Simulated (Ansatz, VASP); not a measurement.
**One calculation of Al2Cu, two programs**

INCAR

```
ALGO = Fast ; EDIFF = 1E-7
ENCUT = 520 ; GGA = PE
ISIF = 2 ; ISMEAR = 0
LASPH = T ; LCHARG = T
LELF = T ; LREAL = F
LVHAR = T ; LWAVE = F
NBANDS = 26 ; NELM = 80
PREC = Accurate ; SIGMA = 0.15
```

The input KPOINTS:

```
k-points
0
Gamma
  10 10 10
```

File POSCAR:

```
Al2Cu
1.0
   -2.9959000000      2.9959000000      2.4657000000
    2.9959000000     -2.9959000000      2.4657000000
    2.9959000000      2.9959000000     -2.4657000000
Al Cu
4 2
Direct
    0.1587211657      0.6587211657      0.8174423314
    0.6587211657      0.8412788343      0.5000000000
    0.8412788343      0.3412788343      0.1825576686
    0.3412788343      0.1587211657      0.5000000000
    0.7500000000      0.7500000000      0.0000000000
    0.2500000000      0.2500000000      0.0000000000
```

Input for Ansatz:

```yaml
crystal:
  lattice:
    - [-2.9959, 2.9959, 2.4657]
    - [2.9959, -2.9959, 2.4657]
    - [2.9959, 2.9959, -2.4657]
  atoms:
    - { symbol: Al, position: [0.1587211657, 0.6587211657, 0.8174423314] }
    - { symbol: Al, position: [0.6587211657, 0.8412788343, 0.5] }
    - { symbol: Al, position: [0.8412788343, 0.3412788343, 0.1825576686] }
    - { symbol: Al, position: [0.3412788343, 0.1587211657, 0.5] }
    - { symbol: Cu, position: [0.75, 0.75, 0.0] }
    - { symbol: Cu, position: [0.25, 0.25, 0.0] }
basis:
  ecutwfc: 520.0
kpoints:
  mp_grid: { grid: [10, 10, 10] }
hamiltonian:
  xc: pbe
  pseudopotentials: { kind: paw, azcp: { folder: soft_1 } }
scf:
  occupations: { method: gaussian, width: 0.15 }
output:
  forces: true
  stress: true
  eigenvalues: true
  write_density: true
  write_potential: true
  elf: true
  volumetric_format: npy
```

Alike in both runs: task single point; functional PBE; k mesh 10 × 10 × 10; occupations gaussian, width 0.15 eV; no spin polarisation.

|  | VASP | Ansatz |
| --- | --- | --- |
| version | VASP 6.6.1 | Ansatz 0.2.0 |
| potentials or method | VASP PAW PBE potentials, release 64 (Al, Cu), cutoff 520 eV | scalar-relativistic, plane waves, PAW |
| valence electrons in the cell | 34 | 50 |

```csv
,VASP,Ansatz,Ansatz less VASP
gap on the k mesh at the Fermi level (eV),none,none,-
pressure (GPa),1.2,1.1,-0.09
"traceless stress, the component that is largest in VASP (GPa)",-1.67,-1.72,-0.050
rms of the force components (eV/Å),0.019,0.020,+0.0015
```

Atom by atom the forces differ by 0.002 eV/Å (rms over components). A gap of «none» marks a metal or a gap that the smearing closes. The functional is the same, so the differences come from potentials, cutoffs and numerics. VASP's potentials hold 34 valence electrons a cell and Ansatz's 50, so a difference there can come from the potentials and not from the codes.
